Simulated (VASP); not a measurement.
# BN (P6_3mc) in VASP: notebook

BN is run at these levels: PBEsol; tasks: single point.

All numbers are computed with VASP 6.6.1; they aren't measurements. Logs are shortened: lines on timing, memory, paths and dates and some standing lists are left out, and cuts for length are marked.

## Step 1: The cell of the first run

The structure is hexagonal, space group P6_3mc (No. 186). Conventional cell: a = 2.452 Å, b = 2.452 Å, c = 4.058 Å, α = 90.00°, β = 90.00°, γ = 120.00°. B (site symmetry 3m) has 4 N at 1.50 to 1.52 Å within 2.0 Å. Within 2.0 Å of N (site symmetry 3m) lie 4 B at 1.50 to 1.52 Å.

## Step 2: Single point, PBEsol (strain -0.040 along x and y, -0.040 along z)

INCAR reads:

```
SYSTEM = BN
ALGO = Normal ; EDIFF = 1E-6
ENCUT = 520 ; GGA = PS
ISIF = 2 ; ISMEAR = 0
LASPH = .True. ; LCHARG = .False.
LREAL = .False. ; LWAVE = .False.
NBANDS = 16 ; NELM = 100
PREC = Accurate ; SIGMA = 0.05
```

KPOINTS reads:

```
k-points
0
Gamma
  12 12 6
  0 0 0
```

POSCAR reads:

```
BN
1.0
    2.4517820176      0.0000000000      0.0000000000
   -1.2258910088      2.1233055118      0.0000000000
    0.0000000000      0.0000000000      4.0577808000
B N
2 2
Direct
    0.6666666667      0.3333333333      0.9997240000
    0.3333333333      0.6666666667      0.4997240000
    0.6666666667      0.3333333333      0.6252760000
    0.3333333333      0.6666666667      0.1252760000
```

Potentials or basis: VASP PAW PBE potentials, release 64 (B, N).

The run is started by

```
$ cat potpaw_PBE.64/B/POTCAR potpaw_PBE.64/N/POTCAR > POTCAR
$ mpirun -np 1 vasp_std > vasp.out
```

OUTCAR:

```text
SYSTEM = BN
   EDIFF = 1E-6
   ENCUT = 520
   GGA = PS
   ISIF = 2
   ISMEAR = 0
   LASPH = .True.
   LREAL = .False.
   NELM = 100
   PREC = Accurate

 ion  position               nearest neighbor table
   1  0.667  0.333  1.000-   4 1.50   4 1.50   4 1.50   3 1.52
   2  0.333  0.667  0.500-   3 1.50   3 1.50   3 1.50   4 1.52
   3  0.667  0.333  0.625-   2 1.50   2 1.50   2 1.50   1 1.52
   4  0.333  0.667  0.125-   1 1.50   1 1.50   1 1.50   2 1.52

  LATTYP: Found a hexagonal cell.
 ALAT       =     2.4517820176
 C/A-ratio  =     1.6550332660

  Lattice vectors:

 A1 = (   2.4517820176,   0.0000000000,   0.0000000000)
 A2 = (  -1.2258910088,   2.1233055118,   0.0000000000)
 A3 = (   0.0000000000,   0.0000000000,   4.0577808000)

Analysis of symmetry for initial positions (statically):
=====================================================================
 Subroutine PRICEL returns:
 Original cell was already a primitive cell.

 Routine SETGRP: Setting up the symmetry group for a
 hexagonal supercell.

 Subroutine GETGRP returns: Found 12 space group operations
 (whereof  6 operations were pure point group operations)
 out of a pool of 24 trial point group operations.

The static configuration has the point symmetry C_3v.
 The point group associated with its full space group is C_6v.

Analysis of symmetry for dynamics (positions and initial velocities):
=====================================================================
 Subroutine PRICEL returns:
 Original cell was already a primitive cell.

 Routine SETGRP: Setting up the symmetry group for a
 hexagonal supercell.

 Subroutine GETGRP returns: Found 12 space group operations
 (whereof  6 operations were pure point group operations)
 out of a pool of 24 trial point group operations.

The dynamic configuration has the point symmetry C_3v.
 The point group associated with its full space group is C_6v.

 Subroutine INISYM returns: Found 12 space group operations
 (whereof  6 operations are pure point group operations),
 and found     1 'primitive' translations

----------------------------------------------------------------------------------------

                                     Primitive cell

  volume of cell :      21.1243

  direct lattice vectors                    reciprocal lattice vectors
     2.451782018  0.000000000  0.000000000     0.407866602  0.235481892  0.000000000
    -1.225891009  2.123305512  0.000000000     0.000000000  0.470963785  0.000000000
     0.000000000  0.000000000  4.057780800     0.000000000  0.000000000  0.246440123

  length of vectors
     2.451782018  2.451782018  4.057780800     0.470963785  0.470963785  0.246440123

  position of ions in fractional coordinates (direct lattice)
     0.666666667  0.333333333  0.999724000
     0.333333333  0.666666667  0.499724000
     0.666666667  0.333333333  0.625276000
     0.333333333  0.666666667  0.125276000

  ion indices of the primitive-cell ions
   primitive index   ion index
                 1           1
                 2           2
                 3           3
                 4           4

----------------------------------------------------------------------------------------

 KPOINTS: k-points

Automatic generation of k-mesh.
 Grid dimensions read from file:
 generate k-points for:   12   12    6

 Generating k-lattice:

  Cartesian coordinates                     Fractional coordinates (reciprocal lattice)
     0.033988883  0.019623491  0.000000000     0.083333333  0.000000000  0.000000000
     0.000000000  0.039246982  0.000000000     0.000000000  0.083333333  0.000000000
     0.000000000  0.000000000  0.041073354     0.000000000  0.000000000  0.166666667

  Length of vectors
     0.039246982  0.039246982  0.041073354

  Shift w.r.t. Gamma in fractional coordinates (k-lattice)
     0.000000000  0.000000000  0.000000000

 Subroutine IBZKPT returns following result:
 ===========================================

 Found     76 irreducible k-points:

 Following reciprocal coordinates:
            Coordinates               Weight
  0.000000  0.000000  0.000000      1.000000
  0.083333  0.000000  0.000000      6.000000
  0.166667  0.000000  0.000000      6.000000
  0.250000  0.000000  0.000000      6.000000
  0.333333  0.000000  0.000000      6.000000
  0.416667  0.000000  0.000000      6.000000
[... 16 lines left out ...]
  0.250000  0.000000  0.166667     12.000000
  0.333333  0.000000  0.166667     12.000000
 [... further k-points ...]
   k-points           NKPTS =     76   k-points in BZ     NKDIM =     76   number of bands    NBANDS=     16
   number of dos      NEDOS =    301   number of ions     NIONS =      4
   total plane-waves  NPLWV =   9720
   dimension x,y,z NGX =    18 NGY =   18 NGZ =   30
   dimension x,y,z NGXF=    36 NGYF=   36 NGZF=   60
   ions per type =               2   2
   NGX,Y,Z   is equivalent  to a cutoff of  12.21, 12.21, 12.29 a.u.
   NGXF,Y,Z  is equivalent  to a cutoff of  24.41, 24.41, 24.58 a.u.
 SYSTEM =  BN
   PREC   = accura    normal or accurate (medium, high low for compatibility)
   ISTART =      0    job   : 0-new  1-cont  2-samecut
   ICHARG =      2    charge: 1-file 2-atom 10-const
   ISPIN  =      1    spin polarized calculation?
   LNONCOLLINEAR =      F non collinear calculations
   LSORBIT =      F    spin-orbit coupling
   LASPH  =      T    aspherical Exc in radial PAW
   ENCUT  =  520.0 eV  38.22 Ry    6.18 a.u.   4.56  4.56  7.54*2*pi/ulx,y,z
   NELM   =    100;   NELMIN=  2; NELMDL= -5     # of ELM steps
   EDIFF  = 0.1E-05   stopping-criterion for ELM
   LREAL  =      F    real-space projection
   EDIFFG = 0.1E-04   stopping-criterion for IOM
   NSW    =      0    number of steps for IOM
   IBRION =     -1    ionic relax: 0-MD 1-quasi-New 2-CG
   NFREE  =      0    steps in history (QN), initial steepest desc. (CG)
   ISIF   =      2    stress and relaxation
   ISYM   =      2    0-nonsym 1-usesym 2-fastsym
   POTIM  = 0.5000    time-step for ionic-motion
   TEBEG  =    0.0;   TEEND  =   0.0 temperature during run
   PSTRESS=    0.0 pullay stress
   NELECT =      16.0000    total number of electrons
   NUPDOWN=      -1.0000    fix difference up-down
   EMIN   =  10.00;   EMAX   =-10.00  energy-range for DOS
   EFERMI =   0.00;   METHOD = LEGACY
   ISMEAR =     0;   SIGMA  =   0.05  broadening in eV -4-tet -1-fermi 0-gaus
   EFERMI_NEDOS =   21; number of points for ismear=-14 and -15
   IALGO  =     38    algorithm
   IMIX   =      4    mixing-type and parameters
     AMIX     =   0.40;   BMIX     =  1.00
     AMIX_MAG =   1.60;   BMIX_MAG =  1.00
  volume/ion in A,a.u.               =       5.28        35.64
  Fermi-wavevector in a.u.,A,eV,Ry     =   1.492292  2.820023 30.299301  2.226936
  Thomas-Fermi vector in A             =   2.604839
   LORBIT       =      0    0 simple, 1 ext, 2 COOP (PROOUT), +10 PAW based schemes
   GGA     = PS    functional components
   LHFCALC =     F    Hartree Fock is set to
   AEXX    =    0.0000 exact exchange contribution
   IVDW    =     0    specifies the selected vdW correction
   LEPSILON=     F    determine dielectric tensor
   LRPA    =     F    only Hartree local field effects (RPA)
 non-spin polarized calculation
 Gauss-broadening in eV      SIGMA  =   0.05
  energy-cutoff  :      520.00
  volume of cell :       21.12
 maximum number of plane-waves:       592
   NGX =  9   NGY =  9   NGZ = 15

 number of electron      16.0000000 magnetization

 Free energy of the ion-electron system (eV)
  ---------------------------------------------------
  ext. energy  EPLUGINS =         0.00000000
  ---------------------------------------------------
  free energy    TOTEN  =       -36.26752794 eV

  energy without entropy =      -36.26752794  energy(sigma->0) =      -36.26752794

 E-fermi :   9.2349     XC(G=0): -13.5616

 val. band max:        8.9945221148   @ k =   0.0000   0.0000   0.0000
 cond. band min:      13.7283224783   @ k =   0.3333   0.3333   0.0000
 fundamental gap:      4.7338003635
 Fermi energy:         9.2348867100

 k-point     1 :       0.0000    0.0000    0.0000
  band No.  band energies     occupation
      1     -12.8008      2.00000
      2      -8.0575      2.00000
      3      -3.1437      2.00000
      4       6.6058      2.00000
      5       6.6058      2.00000
      6       8.6672      2.00000
[... 8 lines left out ...]
     15      21.7037      0.00000
     16      26.5160      0.00000

 k-point     2 :       0.0833    0.0000    0.0000
  band No.  band energies     occupation
      1     -12.6349      2.00000
      2      -7.9264      2.00000
      3      -2.9817      2.00000
      4       5.8586      2.00000
      5       6.2799      2.00000
      6       8.3864      2.00000
[... 8 lines left out ...]
     15      22.2108      0.00000
     16      26.2025      0.00000

 k-point     3 :       0.1667    0.0000    0.0000
  band No.  band energies     occupation
      1     -12.1414      2.00000
      2      -7.5492      2.00000
      3      -2.5015      2.00000
      4       4.0494      2.00000
      5       5.5231      2.00000
      6       6.8833      2.00000
[... 8 lines left out ...]
     15      23.5266      0.00000
     16      25.2155      0.00000

 k-point     4 :       0.2500    0.0000    0.0000
  band No.  band energies     occupation
      1     -11.3351      2.00000
      2      -6.9907      2.00000
      3      -1.7275      2.00000
      4       1.8935      2.00000
      5       4.6852      2.00000
      6       4.9770      2.00000
[... 8 lines left out ...]
     15      25.2299      0.00000
     16      25.7974      0.00000

 k-point     5 :       0.3333    0.0000    0.0000
  band No.  band energies     occupation
      1     -10.2522      2.00000
      2      -6.4413      2.00000
      3      -0.7979      2.00000
      4       0.0480      2.00000
      5       3.0429      2.00000
      6       3.9851      2.00000
[... 8 lines left out ...]
     15      26.4888      0.00000
     16      26.8875      0.00000

 k-point     6 :       0.4167    0.0000    0.0000
  band No.  band energies     occupation
      1      -8.9953      2.00000
      2      -6.3712      2.00000
      3      -1.2622      2.00000
      4       0.5041      2.00000
      5       1.4323      2.00000
      6       3.5323      2.00000
[... 8 lines left out ...]
     15      26.3603      0.00000
     16      28.0883      0.00000
[... 267 lines left out ...]
 k-point    21 :       0.0833    0.0000    0.1667
  band No.  band energies     occupation
      1     -12.4535      2.00000
      2      -8.6189      2.00000
      3      -1.9748      2.00000
      4       5.9958      2.00000
      5       6.4168      2.00000
      6       7.5301      2.00000
[... 8 lines left out ...]
     15      22.2889      0.00000
     16      25.9447      0.00000

 k-point    22 :       0.1667    0.0000    0.1667
  band No.  band energies     occupation
      1     -11.9622      2.00000
      2      -8.2091      2.00000
      3      -1.5504      2.00000
      4       4.2058      2.00000
      5       5.6702      2.00000
      6       6.4128      2.00000
[... 8 lines left out ...]
     15      23.4881      0.00000
     16      25.4664      0.00000

 k-point    23 :       0.2500    0.0000    0.1667
  band No.  band energies     occupation
      1     -11.1606      2.00000
      2      -7.5824      2.00000
      3      -0.9280      2.00000
      4       2.1184      2.00000
      5       4.4953      2.00000
      6       4.8403      2.00000
[... 8 lines left out ...]
     15      24.8424      0.00000
     16      25.9915      0.00000

 k-point    24 :       0.3333    0.0000    0.1667
  band No.  band energies     occupation
      1     -10.0872      2.00000
      2      -6.8925      2.00000
      3      -0.7652      2.00000
      4       0.8496      2.00000
      5       2.5268      2.00000
      6       4.1452      2.00000
[... 8 lines left out ...]
     15      26.4408      0.00000
     16      26.9704      0.00000

 [... further k-points ...]

------------------------ aborting loop because EDIFF is reached ----------------------------------------

  FORCE on cell =-STRESS in cart. coord.  units (eV):
  Direction    XX          YY          ZZ          XY          YZ          ZX
  --------------------------------------------------------------------------------------
  -------------------------------------------------------------------------------------
  Total        6.7276338      6.7276338      6.7425173      0.0000000      0.0000000      0.0000000
  in kB      510.2582089    510.2582089    511.3870496      0.0000000      0.0000000      0.0000000
  external PRESSURE =     510.6344892 kB  Pullay stress =       0.0000000 kB

 VOLUME and BASIS-vectors are now :
 -----------------------------------------------------------------------------
  energy-cutoff  :      520.00
  volume of cell :       21.12
      direct lattice vectors                 reciprocal lattice vectors
     2.451782018  0.000000000  0.000000000     0.407866602  0.235481892  0.000000000
    -1.225891009  2.123305512  0.000000000     0.000000000  0.470963785  0.000000000
     0.000000000  0.000000000  4.057780800     0.000000000  0.000000000  0.246440123

 POSITION                                       TOTAL-FORCE (eV/Angst)
 -----------------------------------------------------------------------------------
      1.22589      0.70777      4.05666         0.000000      0.000000     -0.095330
     -0.00000      1.41554      2.02777        -0.000000      0.000000     -0.095330
      1.22589      0.70777      2.53723        -0.000000      0.000000      0.095330
     -0.00000      1.41554      0.50834         0.000000     -0.000000      0.095330
 -----------------------------------------------------------------------------------
    total drift:                               -0.000000     -0.000000      0.000478

  FREE ENERGIE OF THE ION-ELECTRON SYSTEM (eV)
  ---------------------------------------------------
  free  energy   TOTEN  =       -36.2675279440 eV

  energy  without entropy=      -36.2675279440  energy(sigma->0) =      -36.26752794
```

Wall time 20 s (1 thread of AMD EPYC 7R43 (Zen 3), shared host); peak memory 0.1 GiB.

What came out:

```
Free energy            : -36.2675 eV
Pressure               : 51.1 GPa
Largest force          : 0.095 eV/Å
Band gap on the k mesh : 4.73 eV, indirect (least direct gap 8.72 eV)
```

Forces in eV/Å, atoms in the order of the input:
```
B    0.000  0.000 -0.095
B    0.000  0.000 -0.095
N    0.000  0.000  0.095
N    0.000  0.000  0.095
```

Stress tensor (GPa, compression positive):
```
51.03  0.00  0.00
 0.00 51.03  0.00
 0.00  0.00 51.14
```

Caveat: the cell differs from its parent crystal (strain -0.040 along x and y, -0.040 along z); the PAW data sets were made with another functional, which shifts forces and pressure a little. A k mesh can miss the band edges.

[end of part 1 of 2]
